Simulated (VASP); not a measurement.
A run of VASP 6.6.1:

The input POSCAR:

```
Fe
1.0
    0.0000000000      1.8413375834      1.8413375834
    1.8413375834      0.0000000000      1.8413375834
    1.8413375834      1.8413375834      0.0000000000
Fe
2
Direct
   -0.1250000000     -0.1250000000     -0.1250000000
    0.1250000000      0.1250000000      0.1250000000
```

The input INCAR.step1:

```
PREC     = Accurate       # precision mode
ENCUT    = 520            # plane-wave cutoff, eV
EDIFF    = 1E-7           # SCF threshold, eV
ISMEAR   = -1             # smearing method
SIGMA    = 0.08           # smearing width, eV
LREAL    = False          # projectors in reciprocal space
LASPH    = True           # aspherical terms in the spheres
NELM     = 150            # most SCF steps
ALGO     = Normal         # electronic algorithm
ISIF     = 2              # what is computed and relaxed
LWAVE    = False          # write WAVECAR
LCHARG   = True           # write CHGCAR
ISPIN    = 2              # spin polarisation
MAGMOM   = 2.5 2.5        # initial moments
LMAXMIX  = 4              # l up to which the mixer works
GGA      = PS             # functional
NBANDS   = 19             # bands
```

KPOINTS.step1

```
Automatic mesh
0
Gamma
  15 15 15
```

Contents of INCAR.step2:

```
PREC     = Accurate       # precision mode
ENCUT    = 520            # plane-wave cutoff, eV
EDIFF    = 1E-7           # SCF threshold, eV
ISMEAR   = -5             # smearing method
SIGMA    = 0.08           # smearing width, eV
LREAL    = False          # projectors in reciprocal space
LASPH    = True           # aspherical terms in the spheres
NELM     = 150            # most SCF steps
ALGO     = Normal         # electronic algorithm
ISIF     = 2              # what is computed and relaxed
LWAVE    = False          # write WAVECAR
LCHARG   = False          # write CHGCAR
ISPIN    = 2              # spin polarisation
MAGMOM   = 2.5 2.5        # initial moments
LORBIT   = 10             # projections on sites
LMAXMIX  = 4              # l up to which the mixer works
GGA      = PS             # functional
NBANDS   = 19             # bands
NEDOS    = 1001           # points of the DOS
ICHARG   = 11             # starting density
```

File KPOINTS.step2:

```
Automatic mesh
0
Gamma
  23 23 23
```

Potentials or basis: VASP PAW PBE potentials, release 64 (Fe).

Launch:

```console
$ cat potpaw_PBE.64/Fe/POTCAR > POTCAR
$ cp INCAR.step1 INCAR
$ cp KPOINTS.step1 KPOINTS
$ mpirun -np 1 vasp_std > vasp.out
$ cp INCAR.step2 INCAR
$ cp KPOINTS.step2 KPOINTS
$ mpirun -np 1 vasp_std > vasp.out
```

Hardware: 1 thread of Intel(R) Xeon(R) 6975P-C (Granite Rapids), on a shared host.

Task: How long does it take, and how much memory?

Result: It took 75 s on 1 thread of Intel(R) Xeon(R) 6975P-C (Granite Rapids), on a shared host, peak memory 0.23 GiB. Counts: k points 364.
